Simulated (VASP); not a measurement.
W4N: single point with PBE

Slab: W4N, a slab with vacuum.

```
CELL_PARAMETERS angstrom
3.18370 0.00000 0.00000
0.00000 3.18370 0.00000
0.00000 0.00000 20.14258
ATOMIC_POSITIONS crystal
W 0.50000 0.50000 0.19858
W 0.00000 0.00000 0.27761
W 0.50000 0.50000 0.35995
W 0.00000 0.00000 0.42907
N 0.25000 0.37500 0.48108
```

```
Program                : VASP 6.6.1
Task                   : single point
Functional             : PBE
Potentials or basis    : VASP PAW PBE potentials, release 64 (W_sv, N)
Cutoff                 : 520 eV
k mesh                 : 8 × 8 × 1
Occupations            : gaussian, width 0.1 eV
Spin                   : no spin polarisation
Dipole correction      : yes
Further INCAR settings : ALGO = Normal; EDIFF = 1e-06; NBANDS = 38
```

| Property | Result |
| --- | --- |
| Largest force | 3.342 eV/Å |

Forces in eV/Å, atoms in the order of the input:
```
W   -0.017 -0.068  2.190
W    0.231  0.241 -1.972
W   -1.236 -0.896 -2.462
W   -0.468 -2.266  2.108
N    1.490  2.988  0.136
```

Levels at points of the mesh, in eV from the Fermi level:
| k point | band 29 | band 30 | band 31 | band 32 | band 33 | band 34 |
| --- | --- | --- | --- | --- | --- | --- |
| (0.00, 0.00, 0.00) | -0.54 | -0.31 | -0.09 | 0.30 | 0.49 | 0.65 |
| (0.50, 0.00, 0.00) | -0.83 | -0.16 | 0.03 | 0.61 | 0.85 | 1.26 |
| (0.00, 0.50, 0.00) | -0.75 | -0.37 | -0.31 | 0.35 | 0.92 | 1.44 |
| (0.50, 0.50, 0.00) | -0.83 | 0.30 | 1.87 | 2.00 | 2.03 | 2.28 |

Wall time 3.3 min on 1 thread of Intel(R) Xeon(R) 6975P-C (Granite Rapids), with other jobs on the host, peak memory 0.39 GiB.

Caveat: spin-orbit coupling is left out, which moves the levels of the heavy elements.
